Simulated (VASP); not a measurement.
Write the native input for VASP 6.6.1 that does the following.

```
Task                   : single point
Functional             : PBE
Potentials or basis    : VASP PAW PBE potentials, release 64 (W_sv)
Cutoff                 : 520 eV
k mesh                 : 13 × 13 × 1
Occupations            : gaussian, width 0.1 eV
Spin                   : no spin polarisation
Dipole correction      : yes
Further INCAR settings : ALGO = Fast; EDIFF = 1e-07; NBANDS = 43
```

The structure of W lies in POSCAR:

```
W
1.0
    2.7570339078      0.0000000000      0.0000000000
   -0.9190113026      2.5993564963      0.0000000000
    0.0000000000      0.0000000000     24.0044350370
W
5
Direct
    0.5000000000      0.5000000000      0.3124422628
    0.0000000000      0.0000000000      0.4062211314
    0.5000000000      0.5000000000      0.5000000000
    0.0000000000      0.0000000000      0.5937788686
    0.5000000000      0.5000000000      0.6875577372
```

One way to write it, as run:

INCAR

```
SYSTEM = W
ALGO = Fast
DIPOL = 0.5 0.5 0.500
EDIFF = 1E-7
ENCUT = 520
GGA = PE
IDIPOL = 3
ISIF = 2
ISMEAR = 0
LASPH = .TRUE.
LCHARG = .FALSE.
LDIPOL = .TRUE.
LREAL = .FALSE.
LWAVE = .FALSE.
NBANDS = 43
NELM = 60
PREC = Accurate
SIGMA = 0.1
```

KPOINTS

```
k-points
0
G
  13 13 1
  0 0 0
```

Potentials or basis: VASP PAW PBE potentials, release 64 (W_sv).

Run with:

```bash
$ cat potpaw_PBE.64/W_sv/POTCAR > POTCAR
$ mpirun -np 1 vasp_std > vasp.out
```

It gave:

The largest force is 0.653 eV/Å. The band gap on the k mesh is zero (band 35 reaches 3.67 eV, above the bottom of band 36 at 1.99 eV).

Caveat: spin-orbit coupling is left out, which moves the levels of the heavy elements.

It took 25 min on 1 thread of AMD EPYC 7571 (shared host), peak memory 0.43 GiB.
